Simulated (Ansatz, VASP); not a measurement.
Two plane-wave programs on PbSe

```
Pb Se
1.0
    -0.03255    3.04924    3.04924
     3.04924   -0.03255    3.04924
     3.04924    3.04924   -0.03255
Pb Se
1 1
Direct
  0.00000 0.00000 0.00000
  0.50000 0.50000 0.50000
```

Change from the starting cell: strained cell.

Alike in both runs: task relaxation of the atoms; functional PBEsol; k mesh 9 × 9 × 9; occupations gaussian, width 0.01 eV; no spin polarisation.

|  | VASP | Ansatz |
| --- | --- | --- |
| version | VASP 6.6.1 | Ansatz 0.2.0 |
| potentials or method | VASP PAW PBE potentials, release 64 (Pb_d, Se), cutoff 450 eV | scalar-relativistic, plane waves, PAW |
| valence electrons in the cell | 20 | 30 |

```csv
,VASP,Ansatz,Ansatz less VASP
"gap on the k mesh at the Fermi level, each at its own relaxed structure (eV)",0.56,0.56,+0.002
```

VASP's potentials were made for PBE, not for PBEsol, and Ansatz warns of the same on its side. VASP's potentials hold 20 valence electrons a cell and Ansatz's 30, so a difference there can come from the potentials and not from the codes. Ansatz's warnings: stress scf threshold loose.

Neither program's run includes spin-orbit coupling. Noted on VASP's run: the relaxation stopped at its first step, so nothing moved.
